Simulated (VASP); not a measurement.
# TaN (Fm-3m) in VASP: notebook

TaN is run at these levels: PBE; tasks: single point.

Program: VASP 6.6.1. These are calculated values, not measurements. Logs are shortened: lines on timing, memory, paths and dates and some standing lists are left out, and cuts for length are marked.

## (1) The cell of the first run

Symmetry: Fm-3m, No. 225, cubic system. Conventional cell: a = 4.416 Å, b = 4.416 Å, c = 4.416 Å, α = 90.00°, β = 90.00°, γ = 90.00°. Within 2.9 Å of Ta (site symmetry m-3m) lie 6 N at 2.21 Å. Within 2.9 Å of N (site symmetry m-3m) lie 6 Ta at 2.21 Å.

## (2) Single point, PBE

The input, INCAR:

```
SYSTEM = TaN
  PREC = Accurate
  ENCUT = 520
  EDIFF = 1E-7
  ISMEAR = 0
  SIGMA = 0.1
  LREAL = .FALSE.
  LASPH = .TRUE.
  NELM = 100
  ALGO = Normal
  ISIF = 2
  LWAVE = .FALSE.
  LCHARG = .FALSE.
  GGA = PE
  NBANDS = 15
```

The input, KPOINTS:

```
Automatic mesh
0
G
  16 16 16
  0 0 0
```

The input, POSCAR:

```
TaN
1.0
    0.0000000000      2.2081122570      2.2081122570
    2.2081122570      0.0000000000      2.2081122570
    2.2081122570      2.2081122570      0.0000000000
Ta N
1 1
Direct
    0.5000000000      0.5000000000      0.5000000000
    0.0000000000      0.0000000000      0.0000000000
```

Potentials or basis: VASP PAW PBE potentials, release 64 (Ta_pv, N).

Command:

```console
> cat potpaw_PBE.64/Ta_pv/POTCAR potpaw_PBE.64/N/POTCAR > POTCAR
> mpirun -np 1 vasp_std > vasp.out
```

OUTCAR:

```text
SYSTEM = TaN
   PREC = Accurate
   ENCUT = 520
   EDIFF = 1E-7
   ISMEAR = 0
   LREAL = .FALSE.
   LASPH = .TRUE.
   NELM = 100
   ISIF = 2
   GGA = PE

 ion  position               nearest neighbor table
   1  0.500  0.500  0.500-   2 2.21   2 2.21   2 2.21   2 2.21   2 2.21   2 2.21
   2  0.000  0.000  0.000-   1 2.21   1 2.21   1 2.21   1 2.21   1 2.21   1 2.21

  LATTYP: Found a face centered cubic cell.
 ALAT       =     4.4162245140

  Lattice vectors:

 A1 = (   0.0000000000,   2.2081122570,   2.2081122570)
 A2 = (   2.2081122570,   0.0000000000,   2.2081122570)
 A3 = (   2.2081122570,   2.2081122570,   0.0000000000)

Analysis of symmetry for initial positions (statically):
=====================================================================
 Subroutine PRICEL returns:
 Original cell was already a primitive cell.

 Routine SETGRP: Setting up the symmetry group for a
 face centered cubic supercell.

 Subroutine GETGRP returns: Found 48 space group operations
 (whereof 48 operations were pure point group operations)
 out of a pool of 48 trial point group operations.

The static configuration has the point symmetry O_h .

Analysis of symmetry for dynamics (positions and initial velocities):
=====================================================================
 Subroutine PRICEL returns:
 Original cell was already a primitive cell.

 Routine SETGRP: Setting up the symmetry group for a
 face centered cubic supercell.

 Subroutine GETGRP returns: Found 48 space group operations
 (whereof 48 operations were pure point group operations)
 out of a pool of 48 trial point group operations.

The dynamic configuration has the point symmetry O_h .

 Subroutine INISYM returns: Found 48 space group operations
 (whereof 48 operations are pure point group operations),
 and found     1 'primitive' translations

----------------------------------------------------------------------------------------

                                     Primitive cell

  volume of cell :      21.5324

  direct lattice vectors                    reciprocal lattice vectors
     0.000000000  2.208112257  2.208112257    -0.226437763  0.226437763  0.226437763
     2.208112257  0.000000000  2.208112257     0.226437763 -0.226437763  0.226437763
     2.208112257  2.208112257  0.000000000     0.226437763  0.226437763 -0.226437763

  length of vectors
     3.122742301  3.122742301  3.122742301     0.392201710  0.392201710  0.392201710

  position of ions in fractional coordinates (direct lattice)
[... 83 lines left out ...]
   IBRION =     -1    ionic relax: 0-MD 1-quasi-New 2-CG
   NFREE  =      0    steps in history (QN), initial steepest desc. (CG)
   ISIF   =      2    stress and relaxation
   ISYM   =      2    0-nonsym 1-usesym 2-fastsym
   POTIM  = 0.5000    time-step for ionic-motion
   TEBEG  =    0.0;   TEEND  =   0.0 temperature during run
   PSTRESS=    0.0 pullay stress
   NELECT =      16.0000    total number of electrons
   NUPDOWN=      -1.0000    fix difference up-down
   EMIN   =  10.00;   EMAX   =-10.00  energy-range for DOS
   EFERMI =   0.00;   METHOD = LEGACY
   ISMEAR =     0;   SIGMA  =   0.10  broadening in eV -4-tet -1-fermi 0-gaus
   EFERMI_NEDOS =   21; number of points for ismear=-14 and -15
   IALGO  =     38    algorithm
   IMIX   =      4    mixing-type and parameters
     AMIX     =   0.40;   BMIX     =  1.00
     AMIX_MAG =   1.60;   BMIX_MAG =  1.00
  volume/ion in A,a.u.               =      10.77        72.65
  Fermi-wavevector in a.u.,A,eV,Ry     =   1.482804  2.802093 29.915225  2.198707
  Thomas-Fermi vector in A             =   2.596544
   LORBIT       =      0    0 simple, 1 ext, 2 COOP (PROOUT), +10 PAW based schemes
   GGA     = PE    functional components
   LHFCALC =     F    Hartree Fock is set to
   AEXX    =    0.0000 exact exchange contribution
   IVDW    =     0    specifies the selected vdW correction
   LEPSILON=     F    determine dielectric tensor
   LRPA    =     F    only Hartree local field effects (RPA)
 non-spin polarized calculation
 Gauss-broadening in eV      SIGMA  =   0.10
  energy-cutoff  :      520.00
  volume of cell :       21.53
 maximum number of plane-waves:       604
   NGX = 11   NGY = 11   NGZ = 11

 number of electron      16.0000003 magnetization

 Free energy of the ion-electron system (eV)
  ---------------------------------------------------
  ext. energy  EPLUGINS =         0.00000000
  ---------------------------------------------------
  free energy    TOTEN  =       -21.82629338 eV

  energy without entropy =      -21.82051236  energy(sigma->0) =      -21.82340287

 E-fermi :   9.3966     XC(G=0): -13.3681

 val. band max:        9.3876020474   @ k =  -0.2500   0.3750   0.1250
 cond. band min:       9.4017014749   @ k =  -0.3125   0.3125   0.1250
 fundamental gap:      0.0140994275
 Fermi energy:         9.3966198100

 k-point     1 :       0.0000    0.0000    0.0000
  band No.  band energies     occupation
      1     -26.3971      2.00000
      2     -26.3971      2.00000
      3     -26.3971      2.00000
      4      -9.3557      2.00000
      5       5.6132      2.00000
      6       5.6132      2.00000
      7       5.6132      2.00000
      8       7.3331      2.00000
      9       7.3331      2.00000
     10       7.3331      2.00000
     11       9.4657      0.32829
     12       9.4657      0.32828
     13      10.8154      0.00000
     14      18.8048      0.00000
[... 401 lines left out ...]
      2     -26.4182      2.00000
      3     -26.3993      2.00000
      4      -9.1140      2.00000
      5       4.4159      2.00000
      6       4.7429      2.00000
      7       5.0795      2.00000
      8       7.5050      2.00000
      9       7.7153      2.00000
     10       8.0213      2.00000
     11       9.8660      0.00000
     12      10.7210      0.00000
     13      11.6366      0.00000
     14      19.5550      0.00000
     15      21.7390      0.00000

 [... further k-points ...]
[... 5 lines left out ...]
  --------------------------------------------------------------------------------------
  -------------------------------------------------------------------------------------
  Total        0.1360742      0.1360742      0.1360742      0.0000000      0.0000000      0.0000000
  in kB       10.1249516     10.1249516     10.1249516      0.0000000      0.0000000      0.0000000
  external PRESSURE =      10.1249516 kB  Pullay stress =       0.0000000 kB

 VOLUME and BASIS-vectors are now :
 -----------------------------------------------------------------------------
  energy-cutoff  :      520.00
  volume of cell :       21.53
      direct lattice vectors                 reciprocal lattice vectors
     0.000000000  2.208112257  2.208112257    -0.226437763  0.226437763  0.226437763
     2.208112257  0.000000000  2.208112257     0.226437763 -0.226437763  0.226437763
     2.208112257  2.208112257  0.000000000     0.226437763  0.226437763 -0.226437763

 POSITION                                       TOTAL-FORCE (eV/Angst)
 -----------------------------------------------------------------------------------
      2.20811      2.20811      2.20811         0.000000      0.000000     -0.000000
      0.00000      0.00000      0.00000        -0.000000     -0.000000      0.000000
 -----------------------------------------------------------------------------------
    total drift:                                0.000000     -0.000000     -0.000000

  FREE ENERGIE OF THE ION-ELECTRON SYSTEM (eV)
  ---------------------------------------------------
  free  energy   TOTEN  =       -21.8262933826 eV

  energy  without entropy=      -21.8205123650  energy(sigma->0) =      -21.82340287
```

stdout:

```text
POSCAR found type information on POSCAR TaN
 POSCAR found :  2 types and       2 ions
 scaLAPACK will be used
 LDA part: xc-table for (Slater+PW92), standard interpolation
 POSCAR, INCAR and KPOINTS ok, starting setup
 FFT: planning ... GRIDC
 FFT: planning ... GRID_SOFT
 FFT: planning ... GRID
 WAVECAR not read
 entering main loop
```

Run time: 64 s. Hardware: 1 thread of Intel Xeon 6975P-C, shared host; peak memory 0.18 GiB.

Results:

```yaml
Free_energy: -21.8263 eV
Pressure: 1.0 GPa
Band_gap_on_the_k_mesh: zero (band 8 reaches 11.27 eV, above the bottom of band 9 at 7.33 eV)
```

Caveat: spin-orbit coupling is left out, which moves the levels of the heavy elements.

(Part 1 of 2 ends here.)
